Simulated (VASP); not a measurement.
Set up this calculation in VASP 6.6.1, as the native input.

```
Task                   : relaxation of cell and atoms
Functional             : PBEsol
Potentials or basis    : VASP PAW PBE potentials, release 64 (Hg, Te)
Cutoff                 : 600 eV
k mesh                 : 10 × 10 × 10
Occupations            : fermi-dirac, width 0.05 eV
Spin                   : no spin polarisation
Dipole correction      : no
Further INCAR settings : ALGO = Normal; EDIFF = 1e-07; IBRION = 2; EDIFFG = -0.01; NSW = 60; ISIF = 3
```

The structure of HgTe lies in POSCAR:

```
HgTe
1.0
   -3.0456030000      3.0456030000      1.5594100000
    3.0456030000     -3.0456030000      1.5594100000
    3.0456030000      3.0456030000     -1.5594100000
Hg Te
1 1
Direct
    0.7500000000      0.2500000000      0.5000000000
    0.0000000000      0.0000000000      0.0000000000
```

These files were run (other wordings do the same):

INCAR

```
PREC = Accurate
ENCUT = 600
EDIFF = 1E-7
ISMEAR = -1
SIGMA = 0.05
LREAL = False
LASPH = True
NELM = 60
ALGO = Normal
ISIF = 3
LWAVE = False
LCHARG = False
GGA = PS
IBRION = 2
NSW = 60
EDIFFG = -0.01
```

KPOINTS

```
regular mesh
0
Gamma
  10 10 10
```

Potentials or basis: VASP PAW PBE potentials, release 64 (Hg, Te).

Command:

```console
$ cat potpaw_PBE.64/Hg/POTCAR potpaw_PBE.64/Te/POTCAR > POTCAR
$ mpirun -np 1 vasp_std > vasp.out
```

Results of the run:

| Quantity | Value |
| --- | --- |
| Relaxed volume | 26.69 Å³/atom |
| Relaxed cell | a = 4.387 Å, b = 4.387 Å, c = 4.387 Å, α = 97.63°, β = 97.63°, γ = 137.26° |
| Space group after relaxing (to 0.1 Å) | I-4m2 (No. 119) |
| Energy gained by relaxing | 52.0 meV/atom |
| Ionic steps | 7 |
| Pressure after relaxing | 0.0 GPa |
| Band gap on the k mesh | zero (bands 9 and 10 overlap by 4.21 eV) |

Caveat: the PAW data sets were made with another functional, which shifts forces and pressure a little; spin-orbit coupling is left out, which moves the levels of the heavy elements.

It took 5.5 min on 1 thread of AMD EPYC 9R45 96-Core Processor (Zen 5), on a shared host, peak memory 0.29 GiB.
